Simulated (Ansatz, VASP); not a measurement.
## Two plane-wave programs on Ta2N

```xyz
3
Lattice="3.1538 0.0000 0.0000 -1.5769 2.7313 0.0000 0.0000 0.0000 4.9339" Properties=species:S:1:pos:R:3 pbc="T T T"
Ta    0.0000    1.8209    1.2567
Ta    1.5769    0.9104    3.6772
N     0.0000    0.0000    0.0000
```

Change from the starting cell: volume scaled by 1.04.

Alike in both runs: task single point; functional b88 exchange, pbe correlation; k mesh 10 × 10 × 6; occupations fermi-dirac, width 0.01 eV; non-collinear spin, spin-orbit coupling.

```csv
,VASP,Ansatz
version,VASP 6.6.1,Ansatz 0.2.0
potentials or method,"VASP PAW PBE potentials, release 64 (Ta_pv, N)",Ansatz PAW
plane-wave cutoff (eV),600,420
valence electrons in the cell,27,31
```

```tsv
	VASP	Ansatz	Ansatz less VASP
pressure (GPa)	-10.8	-11.7	-0.88
traceless stress, the component that is largest in VASP (GPa)	0.52	0.73	+0.206
rms of the force components (eV/Å)	0.069	0.092	+0.0230
```

VASP's potentials were made for PBE, not for b88 exchange, pbe correlation. Atom by atom the forces differ by 0.023 eV/Å (rms over components). VASP's potentials hold 27 valence electrons a cell and Ansatz's 31, so a difference there can come from the potentials and not from the codes.
